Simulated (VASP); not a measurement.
# As in VASP: single point with PBE

Aim: the single point of As with PBE.

Everything below comes from runs of VASP 6.6.1. Logs are shortened: lines on timing, memory, paths and dates and some standing lists are left out, and cuts for length are marked.

## 1. The cell of the first run

The cell holds a slab with vacuum, 6 atoms: a = 6.261 Å, b = 6.261 Å, c = 19.600 Å, α = 90.00°, β = 90.00°, γ = 120.00°.

## 2. Single point, PBE

Input file INCAR:

```
ALGO = Normal
DIPOL = 0.5 0.5 0.588
EDIFF = 1E-6
ENCUT = 400
GGA = PE
GGA_COMPAT = False
IDIPOL = 3
ISIF = 2
ISMEAR = 0
LASPH = True
LCHARG = False
LDIPOL = True
LREAL = False
LWAVE = False
NBANDS = 24
NELM = 120
NELMDL = -8
PREC = Accurate
SIGMA = 0.04
```

Input file KPOINTS:

```
k-points
0
Gamma
  6 6 1
```

Input file POSCAR:

```
As
1.0
    6.2610610833      0.0000000000      0.0000000000
   -3.1305305417      5.4222379528      0.0000000000
    0.0000000000      0.0000000000     19.6000000000
As
6
Direct
    0.6666670000      0.6666670000      0.5535726823
    0.3335513106      0.9990249801      0.5535722239
    1.0012025736      0.3336704371      0.5535683165
    0.3338509568      0.3327336856      0.6228997923
    1.0000396377      0.6664031111      0.6229244057
    0.6675298947      1.0002264614      0.6228978860
```

Potentials or basis: VASP PAW PBE potentials, release 64 (As).

On the command line:

```console
cat potpaw_PBE.64/As/POTCAR > POTCAR
mpirun -np 1 vasp_std > vasp.out
```

OUTCAR:

```text
EDIFF = 1E-6
   ENCUT = 400
   GGA = PE
   ISIF = 2
   ISMEAR = 0
   LASPH = True
   LREAL = False
   NELM = 120
   NELMDL = -8
   PREC = Accurate

 ion  position               nearest neighbor table
   1  0.667  0.667  0.554-   6 2.49   4 2.49   5 2.49
   2  0.334  0.999  0.554-   5 2.49   6 2.49   4 2.49
   3  0.001  0.334  0.554-   4 2.49   5 2.49   6 2.49
   4  0.334  0.333  0.623-   3 2.49   1 2.49   2 2.49
   5  0.000  0.666  0.623-   2 2.49   3 2.49   1 2.49
   6  0.668  0.000  0.623-   1 2.49   2 2.49   3 2.49

  LATTYP: Found a hexagonal cell.
 ALAT       =     6.2610610833
 C/A-ratio  =     3.1304597957

  Lattice vectors:

 A1 = (   6.2610610833,   0.0000000000,   0.0000000000)
 A2 = (  -3.1305305417,   5.4222379528,   0.0000000000)
 A3 = (   0.0000000000,   0.0000000000,  19.6000000000)

Analysis of symmetry for initial positions (statically):
=====================================================================
 Subroutine PRICEL returns:
 Original cell was already a primitive cell.

 Routine SETGRP: Setting up the symmetry group for a
 hexagonal supercell.

 Subroutine GETGRP returns: Found  1 space group operations
 (whereof  1 operations were pure point group operations)
 out of a pool of 24 trial point group operations.

The static configuration has the point symmetry C_1 .

Analysis of symmetry for dynamics (positions and initial velocities):
=====================================================================
 Subroutine PRICEL returns:
 Original cell was already a primitive cell.

 Routine SETGRP: Setting up the symmetry group for a
 hexagonal supercell.

 Subroutine GETGRP returns: Found  1 space group operations
 (whereof  1 operations were pure point group operations)
 out of a pool of 24 trial point group operations.

The dynamic configuration has the point symmetry C_1 .

 Subroutine INISYM returns: Found  1 space group operations
 (whereof  1 operations are pure point group operations),
 and found     1 'primitive' translations

----------------------------------------------------------------------------------------

                                     Primitive cell

  volume of cell :     665.3997

  direct lattice vectors                    reciprocal lattice vectors
     6.261061083  0.000000000  0.000000000     0.159717337  0.092212847  0.000000000
    -3.130530542  5.422237953  0.000000000     0.000000000  0.184425694  0.000000000
     0.000000000  0.000000000 19.600000000     0.000000000  0.000000000  0.051020408

  length of vectors
     6.261061083  6.261061083 19.600000000     0.184425694  0.184425694  0.051020408

  position of ions in fractional coordinates (direct lattice)
     0.666667000  0.666667000  0.553572682
     0.333551311  0.999024980  0.553572224
     0.001202574  0.333670437  0.553568316
     0.333850957  0.332733686  0.622899792
     0.000039638  0.666403111  0.622924406
     0.667529895  0.000226461  0.622897886

  ion indices of the primitive-cell ions
   primitive index   ion index
                 1           1
                 2           2
                 3           3
                 4           4
                 5           5
                 6           6

----------------------------------------------------------------------------------------

 KPOINTS: k-points

Automatic generation of k-mesh.
 Grid dimensions read from file:
 generate k-points for:    6    6    1

 Generating k-lattice:

  Cartesian coordinates                     Fractional coordinates (reciprocal lattice)
     0.026619556  0.015368808  0.000000000     0.166666667  0.000000000  0.000000000
     0.000000000  0.030737616  0.000000000     0.000000000  0.166666667  0.000000000
     0.000000000  0.000000000  0.051020408     0.000000000  0.000000000  1.000000000

  Length of vectors
     0.030737616  0.030737616  0.051020408

  Shift w.r.t. Gamma in fractional coordinates (k-lattice)
     0.000000000  0.000000000  0.000000000

 Subroutine IBZKPT returns following result:
 ===========================================

 Found     20 irreducible k-points:

 Following reciprocal coordinates:
            Coordinates               Weight
  0.000000  0.000000  0.000000      1.000000
  0.166667  0.000000  0.000000      2.000000
  0.000000  0.166667  0.000000      2.000000
 -0.166667  0.166667  0.000000      2.000000
  0.333333  0.000000  0.000000      2.000000
  0.000000  0.333333  0.000000      2.000000
[... 12 lines left out ...]
  0.500000 -0.166667  0.000000      2.000000
  0.333333  0.333333  0.000000      2.000000
   k-points           NKPTS =     20   k-points in BZ     NKDIM =     20   number of bands    NBANDS=     24
   number of dos      NEDOS =    301   number of ions     NIONS =      6
   total plane-waves  NPLWV = 225792
   dimension x,y,z NGX =    42 NGY =   42 NGZ =  128
   dimension x,y,z NGXF=    84 NGYF=   84 NGZF=  256
   ions per type =               6
   NGX,Y,Z   is equivalent  to a cutoff of  11.15, 11.15, 10.86 a.u.
   NGXF,Y,Z  is equivalent  to a cutoff of  22.30, 22.30, 21.71 a.u.
 SYSTEM =  unknown system
   PREC   = accura    normal or accurate (medium, high low for compatibility)
   ISTART =      0    job   : 0-new  1-cont  2-samecut
   ICHARG =      2    charge: 1-file 2-atom 10-const
   ISPIN  =      1    spin polarized calculation?
   LNONCOLLINEAR =      F non collinear calculations
   LSORBIT =      F    spin-orbit coupling
   LASPH  =      T    aspherical Exc in radial PAW
   ENCUT  =  400.0 eV  29.40 Ry    5.42 a.u.  10.21 10.21 31.96*2*pi/ulx,y,z
   NELM   =    120;   NELMIN=  2; NELMDL= -8     # of ELM steps
   EDIFF  = 0.1E-05   stopping-criterion for ELM
   LREAL  =      F    real-space projection
   EDIFFG = 0.1E-04   stopping-criterion for IOM
   NSW    =      0    number of steps for IOM
   IBRION =     -1    ionic relax: 0-MD 1-quasi-New 2-CG
   NFREE  =      0    steps in history (QN), initial steepest desc. (CG)
   ISIF   =      2    stress and relaxation
   ISYM   =      2    0-nonsym 1-usesym 2-fastsym
   POTIM  = 0.5000    time-step for ionic-motion
   TEBEG  =    0.0;   TEEND  =   0.0 temperature during run
   PSTRESS=    0.0 pullay stress
   NELECT =      30.0000    total number of electrons
   NUPDOWN=      -1.0000    fix difference up-down
   EMIN   =  10.00;   EMAX   =-10.00  energy-range for DOS
   EFERMI =   0.00;   METHOD = LEGACY
   ISMEAR =     0;   SIGMA  =   0.04  broadening in eV -4-tet -1-fermi 0-gaus
   EFERMI_NEDOS =   21; number of points for ismear=-14 and -15
   IALGO  =     38    algorithm
   IMIX   =      4    mixing-type and parameters
     AMIX     =   0.40;   BMIX     =  1.00
     AMIX_MAG =   1.60;   BMIX_MAG =  1.00
  volume/ion in A,a.u.               =     110.90       748.39
  Fermi-wavevector in a.u.,A,eV,Ry     =   0.582668  1.101083  4.619203  0.339502
  Thomas-Fermi vector in A             =   1.627663
   LORBIT       =      0    0 simple, 1 ext, 2 COOP (PROOUT), +10 PAW based schemes
   GGA     = PE    functional components
   LHFCALC =     F    Hartree Fock is set to
   AEXX    =    0.0000 exact exchange contribution
   IVDW    =     0    specifies the selected vdW correction
   LEPSILON=     F    determine dielectric tensor
   LRPA    =     F    only Hartree local field effects (RPA)
 non-spin polarized calculation
 Gauss-broadening in eV      SIGMA  =   0.04
  energy-cutoff  :      400.00
  volume of cell :      665.40
 maximum number of plane-waves:     12132
 NGX is ok and might be reduce to    42
   NGX = 21   NGY = 21   NGZ = 63

 dipolmoment           0.000000      0.000000      0.000048 electrons x Angstroem

 number of electron      29.9999992 magnetization

 dipolmoment           0.000000      0.000000     -0.000003 electrons x Angstroem

 Free energy of the ion-electron system (eV)
  ---------------------------------------------------
  ext. energy  EPLUGINS =         0.00000000
  ---------------------------------------------------
  free energy    TOTEN  =       -27.97431006 eV

  energy without entropy =      -27.97431006  energy(sigma->0) =      -27.97431006

 E-fermi :  -3.4738     XC(G=0):  -2.6414

 val. band max:       -3.6610838558   @ k =   0.0000   0.0000   0.0000
 cond. band min:      -1.8879492386   @ k =   0.3333   0.3333   0.0000
 fundamental gap:      1.7731346172
 Fermi energy:        -3.4737617242

 k-point     1 :       0.0000    0.0000    0.0000
  band No.  band energies     occupation
      1     -17.0580      2.00000
      2     -13.5232      2.00000
      3     -13.5231      2.00000
      4     -13.5142      2.00000
      5     -13.5140      2.00000
      6     -10.5524      2.00000
[... 16 lines left out ...]
     23       1.1920      0.00000
     24       1.1926      0.00000

 k-point     2 :       0.1667    0.0000    0.0000
  band No.  band energies     occupation
      1     -16.9357      2.00000
      2     -14.3402      2.00000
      3     -14.1310      2.00000
      4     -12.9619      2.00000
      5     -12.7096      2.00000
      6     -10.5449      2.00000
[... 16 lines left out ...]
     23       0.8771      0.00000
     24       1.4266      0.00000

 k-point     3 :       0.0000    0.1667    0.0000
  band No.  band energies     occupation
      1     -16.9357      2.00000
      2     -14.3402      2.00000
      3     -14.1310      2.00000
      4     -12.9619      2.00000
      5     -12.7096      2.00000
      6     -10.5449      2.00000
[... 16 lines left out ...]
     23       0.8771      0.00000
     24       1.4266      0.00000
[... 406 lines left out ...]
 k-point    19 :       0.5000   -0.1667    0.0000
  band No.  band energies     occupation
      1     -16.2203      2.00000
      2     -15.5462      2.00000
      3     -14.9807      2.00000
      4     -12.2357      2.00000
      5     -11.4998      2.00000
      6     -10.8342      2.00000
[... 16 lines left out ...]
     23       0.9846      0.00000
     24       1.0205      0.00000

 k-point    20 :       0.3333    0.3333    0.0000
  band No.  band energies     occupation
      1     -15.6638      2.00000
      2     -15.6613      2.00000
      3     -15.6580      2.00000
      4     -11.4274      2.00000
      5     -11.4247      2.00000
      6     -11.4229      2.00000
[... 16 lines left out ...]
     23       1.0929      0.00000
     24       1.0942      0.00000

------------------------ aborting loop because EDIFF is reached ----------------------------------------

 vacuum level on the upper side and lower side of the slab       (xc-potential included)        -0.092        -0.095

  FORCE on cell =-STRESS in cart. coord.  units (eV):
  Direction    XX          YY          ZZ          XY          YZ          ZX
  --------------------------------------------------------------------------------------
  -------------------------------------------------------------------------------------
  Total        0.4548611      0.4548043      1.8892737      0.0000150     -0.0000407     -0.0000064
  in kB        1.0952337      1.0950968      4.5490727      0.0000361     -0.0000979     -0.0000155
  external PRESSURE =       2.2464678 kB  Pullay stress =       0.0000000 kB

 VOLUME and BASIS-vectors are now :
 -----------------------------------------------------------------------------
  energy-cutoff  :      400.00
  volume of cell :      665.40
      direct lattice vectors                 reciprocal lattice vectors
     6.261061083  0.000000000  0.000000000     0.159717337  0.092212847  0.000000000
    -3.130530542  5.422237953  0.000000000     0.000000000  0.184425694  0.000000000
     0.000000000  0.000000000 19.600000000     0.000000000  0.000000000  0.051020408

 POSITION                                       TOTAL-FORCE (eV/Angst)
 -----------------------------------------------------------------------------------
      2.08702      3.61483     10.85002         0.020417     -0.008866     -0.468722
     -1.03909      5.41695     10.85002        -0.002486      0.022763     -0.468741
     -1.03704      1.80924     10.84994        -0.017988     -0.013846     -0.468395
      1.04863      1.80416     12.20884         0.001589      0.004378      0.468806
     -2.08595      3.61340     12.20932         0.003022     -0.003720      0.468227
      4.17874      0.00123     12.20880        -0.004553     -0.000707      0.468826
 -----------------------------------------------------------------------------------
    total drift:                                0.000178     -0.000057      0.000457

  FREE ENERGIE OF THE ION-ELECTRON SYSTEM (eV)
  ---------------------------------------------------
  free  energy   TOTEN  =       -27.9743100639 eV

  energy  without entropy=      -27.9743100639  energy(sigma->0) =      -27.97431006

 vacuum level on the upper side and lower side of the slab         1.865         1.861
```

It took 7.4 min on 1 thread of AMD EPYC 7R13, shared host; peak memory 0.51 GiB.

Results:

* Free energy: -27.9743 eV
* Largest force: 0.469 eV/Å
* Band gap on the k mesh: 1.77 eV

Forces on the atoms (eV/Å):
```
As   0.020 -0.009 -0.469
As  -0.002  0.023 -0.469
As  -0.018 -0.014 -0.468
As   0.002  0.004  0.469
As   0.003 -0.004  0.468
As  -0.005 -0.001  0.469
```
